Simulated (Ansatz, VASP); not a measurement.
One calculation of CrB3P4, two programs

```xyz
8
Lattice="4.7709 0.0000 0.0000 0.0000 4.7709 0.0000 0.0000 0.0000 4.7709" Properties=species:S:1:pos:R:3 pbc="T T T"
Cr    0.0000    0.0000    0.0000
B     0.0000    2.3854    2.3854
B     2.3854    2.3854    0.0000
B     2.3854    0.0000    2.3854
P     1.2763    3.4946    3.4946
P     3.4946    3.4946    1.2763
P     3.4946    1.2763    3.4946
P     1.2763    1.2763    1.2763
```

Change from the starting cell: species swapped into the Cu3AsS4 type (P-43m, No. 215).

Alike in both runs: functional PBE; k mesh 6 × 6 × 6; occupations gaussian, width 0.1 eV; collinear spin.

Ansatz relaxed the structure, and its values are those at the end. VASP's run is a single point on that final structure, the one shown.

|  | VASP | Ansatz |
| --- | --- | --- |
| version | VASP 6.6.1 | Ansatz 0.2.0 |
| potentials or method | VASP PAW PBE potentials, release 64 (Cr_pv, B, P), cutoff 520 eV | scalar-relativistic, plane waves, PAW |
| valence electrons in the cell | 41 | 43 |

VASP gave:

```
gap on the k mesh at the Fermi level (eV)                     : none
pressure (GPa)                                                : -0.1
rms of the force components (eV/Å)                            : 0.008
net moment per atom (μB)                                      : 0.34
size of the moment on the site where the two differ most (μB) : 2.36
```

Q: Which values does Ansatz return?

A: gap on the k mesh at the Fermi level (eV): none; pressure (GPa): 0.0; rms of the force components (eV/Å): 0.001; net moment per atom (μB): 0.33; size of the moment on the site where the two differ most (μB): 2.06.

Site moments also hang on the region over which each program counts them. A gap of «none» marks a metal or a gap that the smearing closes. The functional is the same, so the differences come from potentials, cutoffs and numerics. VASP's potentials hold 41 valence electrons a cell and Ansatz's 43, so a difference there can come from the potentials and not from the codes.
